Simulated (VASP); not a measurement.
KMgF3:

```
K Mg F
1.0
     3.98024    0.00000    0.00000
     0.00000    3.98024    0.00000
     0.00000    0.00000    3.98024
K Mg F
1 1 3
Direct
  0.50000 0.50000 0.50000
  0.00000 0.00000 0.00000
  0.50000 0.00000 0.00000
  0.00000 0.50000 0.00000
  0.00000 0.00000 0.50000
```

Base run:

* Program: VASP 6.6.1
* Functional: r2SCAN
* Potentials or basis: VASP PAW PBE potentials, release 64 (K_sv, Mg, F)
* Cutoff: 660 eV
* k mesh: 6 × 6 × 6
* Occupations: gaussian, width 0.01 eV
* Spin: no spin polarisation

Its results: band gap on the k mesh 8.29 eV (least direct gap 8.61 eV); pressure -0.8 GPa.

Task: The run is repeated on the same cell with these changes: functional from r2SCAN to HSE06; cutoff from 660 eV to 520 eV; k mesh from 6 × 6 × 6 to 4 × 4 × 4. What comes out?

Result: Band gap on the k mesh 9.57 eV (least direct gap 9.87 eV); pressure 1.3 GPa.

Several settings changed at once.

Caveats: the PAW data sets were made with another functional, which shifts forces and pressure a little.

A k mesh can miss the band edges.
